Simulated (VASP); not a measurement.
# CdTe in VASP: a series of runs

CdTe is run at these levels: PBEsol; tasks: single point.

Everything below comes from runs of VASP 6.6.1. Logs are shortened: lines on timing, memory, paths and dates and some standing lists are left out, and cuts for length are marked.

## Step 1: The cell of the first run

The cell holds a wire with vacuum, 4 atoms: a = 11.700 Å, b = 9.300 Å, c = 4.708 Å, α = 90.00°, β = 90.00°, γ = 90.00°.

## Step 2: Single point, PBEsol, collinear spin, ferromagnetic start

The input, INCAR:

```
  PREC = Accurate
  ENCUT = 520
  EDIFF = 1E-6
  ISMEAR = 0
  SIGMA = 0.05
  LREAL = F
  LASPH = T
  NELM = 150
  ALGO = Normal
  ISIF = 2
  LWAVE = F
  LCHARG = T
  ISPIN = 2
  MAGMOM = 0.5 0.5 0.5 0.5
  LORBIT = 11
  GGA = PS
  LELF = T
  LVHAR = T
  NBANDS = 30
```

The input, KPOINTS:

```
regular mesh
0
Gamma
  1 1 13
```

The input, POSCAR:

```
CdTe
1.0
   11.7000000000      0.0000000000      0.0000000000
    0.0000000000      9.3000000000      0.0000000000
    0.0000000000      0.0000000000      4.7082096126
Cd Te
2 2
Direct
    0.4312226702      0.5000000000      0.0000000000
    0.5687773298      0.5000000000      0.5000000000
    0.3140697021      0.5000000000      0.5000000000
    0.6859302979      0.5000000000      0.0000000000
```

Potentials or basis: VASP PAW PBE potentials, release 64 (Cd, Te).

Command:

```bash
$ cat potpaw_PBE.64/Cd/POTCAR potpaw_PBE.64/Te/POTCAR > POTCAR
$ mpirun -np 1 vasp_std > vasp.out
```

OUTCAR:

```text
PREC = Accurate
   ENCUT = 520
   EDIFF = 1E-6
   ISMEAR = 0
   LREAL = F
   LASPH = T
   NELM = 150
   ISIF = 2
   ISPIN = 2
   LORBIT = 11
   GGA = PS

 ion  position               nearest neighbor table
   1  0.431  0.500  0.000-   3 2.72   3 2.72   2 2.85   2 2.85   4 2.98
   2  0.569  0.500  0.500-   4 2.72   4 2.72   1 2.85   1 2.85   3 2.98
   3  0.314  0.500  0.500-   1 2.72   1 2.72   2 2.98
   4  0.686  0.500  0.000-   2 2.72   2 2.72   1 2.98

  LATTYP: Found a simple orthorhombic cell.
 ALAT       =     4.7082096126
 B/A-ratio  =     1.9752731431
 C/A-ratio  =     2.4850210510

  Lattice vectors:

 A1 = (   0.0000000000,   0.0000000000,  -4.7082096126)
 A2 = (   0.0000000000,   9.3000000000,   0.0000000000)
 A3 = (  11.7000000000,   0.0000000000,   0.0000000000)

Analysis of symmetry for initial positions (statically):
=====================================================================
 Subroutine PRICEL returns:
 Original cell was already a primitive cell.

 Routine SETGRP: Setting up the symmetry group for a
 simple orthorhombic supercell.

 Subroutine GETGRP returns: Found  8 space group operations
 (whereof  4 operations were pure point group operations)
 out of a pool of  8 trial point group operations.

The static configuration has the point symmetry C_2v.
 The point group associated with its full space group is D_2h.

Analysis of symmetry for dynamics (positions and initial velocities):
=====================================================================
 Subroutine PRICEL returns:
 Original cell was already a primitive cell.

 Routine SETGRP: Setting up the symmetry group for a
 simple orthorhombic supercell.

 Subroutine GETGRP returns: Found  8 space group operations
 (whereof  4 operations were pure point group operations)
 out of a pool of  8 trial point group operations.

The dynamic configuration has the point symmetry C_2v.
 The point group associated with its full space group is D_2h.

Analysis of structural, dynamic, and magnetic symmetry:
=====================================================================
 Subroutine PRICEL returns:
 Original cell was already a primitive cell.
[... 117 lines left out ...]
  Fermi-wavevector in a.u.,A,eV,Ry     =   0.675566  1.276634  6.209546  0.456389
  Thomas-Fermi vector in A             =   1.752619
   LORBIT       =     11    0 simple, 1 ext, 2 COOP (PROOUT), +10 PAW based schemes
   GGA     = PS    functional components
   LHFCALC =     F    Hartree Fock is set to
   AEXX    =    0.0000 exact exchange contribution
   IVDW    =     0    specifies the selected vdW correction
   LEPSILON=     F    determine dielectric tensor
   LRPA    =     F    only Hartree local field effects (RPA)
 spin polarized calculation
 Gauss-broadening in eV      SIGMA  =   0.05
  energy-cutoff  :      520.00
  volume of cell :      512.30
 maximum number of plane-waves:     13829
 NGX is ok and might be reduce to    90
   NGX = 43   NGY = 35   NGZ = 17

 number of electron      36.0000007 magnetization       0.0000038

 number of electron      36.0000007 magnetization      -0.0000140

 Free energy of the ion-electron system (eV)
  ---------------------------------------------------
  ext. energy  EPLUGINS =         0.00000000
  ---------------------------------------------------
  free energy    TOTEN  =        -9.08439510 eV

  energy without entropy =       -9.08439510  energy(sigma->0) =       -9.08439510

 E-fermi :  -3.4273     XC(G=0):  -3.2740

 val. band max:       -3.6601840683   @ k =   0.0000   0.0000   0.3846
 cond. band min:      -2.0280571991   @ k =   0.0000   0.0000   0.0000
 fundamental gap:      1.6321268691
 Fermi energy:        -3.4273198759

 spin component 1

 k-point     1 :       0.0000    0.0000    0.0000
  band No.  band energies     occupation
      1     -14.2801      1.00000
      2     -13.9589      1.00000
      3     -12.4059      1.00000
      4     -11.9797      1.00000
      5     -11.8663      1.00000
      6     -11.7794      1.00000
[... 220 lines left out ...]
     29       3.8235      0.00000
     30       3.8637      0.00000
 Fermi energy:        -3.4273198759

 spin component 2

 k-point     1 :       0.0000    0.0000    0.0000
  band No.  band energies     occupation
      1     -14.2801      1.00000
      2     -13.9589      1.00000
      3     -12.4059      1.00000
      4     -11.9797      1.00000
      5     -11.8663      1.00000
      6     -11.7794      1.00000
[... 220 lines left out ...]
     29       3.8235      0.00000
     30       3.8638      0.00000

------------------------ aborting loop because EDIFF is reached ----------------------------------------

  FORCE on cell =-STRESS in cart. coord.  units (eV):
  Direction    XX          YY          ZZ          XY          YZ          ZX
  --------------------------------------------------------------------------------------
  -------------------------------------------------------------------------------------
  Total        0.3307130      0.0713823      0.2972473      0.0000000      0.0000000      0.0000000
  in kB        1.0342780      0.2232424      0.9296167      0.0000000      0.0000000      0.0000000
  external PRESSURE =       0.7290457 kB  Pullay stress =       0.0000000 kB

 VOLUME and BASIS-vectors are now :
 -----------------------------------------------------------------------------
  energy-cutoff  :      520.00
  volume of cell :      512.30
      direct lattice vectors                 reciprocal lattice vectors
    11.700000000  0.000000000  0.000000000     0.085470085  0.000000000  0.000000000
     0.000000000  9.300000000  0.000000000     0.000000000  0.107526882  0.000000000
     0.000000000  0.000000000  4.708209613     0.000000000  0.000000000  0.212394962

 POSITION                                       TOTAL-FORCE (eV/Angst)
 -----------------------------------------------------------------------------------
      5.04531      4.65000      0.00000        -0.001150      0.000000      0.000000
      6.65469      4.65000      2.35410         0.001150      0.000000      0.000000
      3.67462      4.65000      2.35410        -0.062530      0.000000      0.000000
      8.02538      4.65000      0.00000         0.062530      0.000000      0.000000
 -----------------------------------------------------------------------------------
    total drift:                                0.000000      0.000000      0.000000

  FREE ENERGIE OF THE ION-ELECTRON SYSTEM (eV)
  ---------------------------------------------------
  free  energy   TOTEN  =        -9.0843950958 eV

  energy  without entropy=       -9.0843950958  energy(sigma->0) =       -9.08439510

 total charge

# of ion       s       p       d       tot
------------------------------------------
    1        0.494   0.316   9.522  10.331
    2        0.494   0.316   9.522  10.331
    3        1.379   1.982   0.019   3.380
    4        1.379   1.982   0.019   3.380
--------------------------------------------------
tot          3.745   4.596  19.081  27.423

 magnetization (x)

# of ion       s       p       d       tot
------------------------------------------
    1        0.000   0.000  -0.000   0.000
    2        0.000   0.000  -0.000   0.000
    3       -0.000  -0.000   0.000  -0.000
    4       -0.000  -0.000   0.000  -0.000
--------------------------------------------------
tot         -0.000  -0.000  -0.000  -0.000
```

OSZICAR:

```text
N       E                     dE             d eps       ncg     rms          rms(c)
DAV:   1     0.245036940579E+03    0.24504E+03   -0.11649E+04   840   0.856E+02
[... 15 lines left out ...]
DAV:  17    -0.908427818951E+01   -0.11891E-03   -0.17613E-05   788   0.972E-03    0.580E-03
DAV:  18    -0.908435624181E+01   -0.78052E-04   -0.92822E-06   752   0.718E-03    0.226E-03
DAV:  19    -0.908437631316E+01   -0.20071E-04   -0.20226E-06   794   0.347E-03    0.235E-03
DAV:  20    -0.908438754927E+01   -0.11236E-04   -0.60876E-07   700   0.203E-03    0.796E-04
DAV:  21    -0.908439296860E+01   -0.54193E-05   -0.47953E-07   678   0.163E-03    0.346E-04
DAV:  22    -0.908439428349E+01   -0.13149E-05   -0.71451E-08   672   0.674E-04    0.305E-04
DAV:  23    -0.908439509579E+01   -0.81229E-06   -0.48294E-08   646   0.485E-04
   1 F= -.90843951E+01 E0= -.90843951E+01  d E =-.168301E-11  mag=    -0.0000
```

stdout:

```text
POSCAR found type information on POSCAR CdTe
 POSCAR found :  2 types and       4 ions
 scaLAPACK will be used
 -----------------------------------------------------------------------------
|                                                                             |
|                                                                             |
|     You enforced a specific xc type in the INCAR file but a different       |
|     I HOPE YOU KNOW WHAT YOU ARE DOING!                                     |
|                                                                             |
 -----------------------------------------------------------------------------

 LDA part: xc-table for (Slater+PW92), standard interpolation
 POSCAR, INCAR and KPOINTS ok, starting setup
 FFT: planning ... GRIDC
 FFT: planning ... GRID_SOFT
 FFT: planning ... GRID
 WAVECAR not read
 entering main loop
```

Wall time 5.6 min (1 thread of Intel Xeon 6975P-C, shared host); peak memory 0.75 GiB.

What came out:

* Free energy: -9.0844 eV
* Largest force: 0.063 eV/Å
* Band gap on the k mesh: 1.63 eV, indirect (least direct gap 1.75 eV)
* Net moment: 0.00 μB per cell
* Valence electrons inside the program's atomic spheres: Cd 10.33; Te 3.38

Forces on the atoms (eV/Å):
```
Cd  -0.001  0.000  0.000
Cd   0.001  0.000  0.000
Te  -0.063  0.000  0.000
Te   0.063  0.000  0.000
```

Levels at points of the mesh, in eV from the valence-band top:
Spin up:
```tsv
k point	band 15	band 16	band 17	band 18	band 19	band 20	band 21	band 22
(0.00, 0.00, 0.00)	-1.03	-0.42	-0.25	-0.12	1.63	2.13	3.66	4.26
```
Spin down:
| k point | band 15 | band 16 | band 17 | band 18 | band 19 | band 20 | band 21 | band 22 |
| --- | --- | --- | --- | --- | --- | --- | --- | --- |
| (0.00, 0.00, 0.00) | -1.03 | -0.42 | -0.25 | -0.12 | 1.63 | 2.13 | 3.66 | 4.26 |

Caveat: the PAW data sets were made with another functional, which shifts forces and pressure a little; spin-orbit coupling is left out, which moves the levels of the heavy elements.

(Part 1 of 2 ends here.)
